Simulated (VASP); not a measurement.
CsBr, 2 atoms in the cell. Symmetry: Pm-3m, No. 221, cubic system. Conventional cell: a = 4.171 Å, b = 4.171 Å, c = 4.171 Å, α = 90.00°, β = 90.00°, γ = 90.00°. Cs (site symmetry m-3m) has 8 Br at 3.61 Å and 6 Cs at 4.17 Å within 4.7 Å. Br (site symmetry m-3m) has 8 Cs at 3.61 Å and 6 Br at 4.17 Å within 4.7 Å. 

| Item | Value |
| --- | --- |
| Program | VASP 6.6.1 |
| Task | single point |
| Functional | PBE |
| Potentials or basis | VASP PAW PBE potentials, release 64 (Cs_sv, Br) |
| Cutoff | 500 eV |
| k mesh | 4 × 4 × 4 |
| Occupations | gaussian, width 0.01 eV |
| Spin | no spin polarisation |
| Dipole correction | no |
| Further INCAR settings | ALGO = Normal; EDIFF = 1e-06; NBANDS = 15 |

Potentials or basis: VASP PAW PBE potentials, release 64 (Cs_sv, Br).

Launch:

```sh
$ cat potpaw_PBE.64/Cs_sv/POTCAR potpaw_PBE.64/Br/POTCAR > POTCAR
$ mpirun -np 1 vasp_std > vasp.out
```

Hardware: 1 thread of Intel Xeon 8259CL (shared host).

Task: How long does it take, and how much memory?

Result: It took 20 s on 1 thread of Intel Xeon 8259CL, on a shared host, peak memory 0.16 GiB. Counts: scf iterations 13, k points 10.
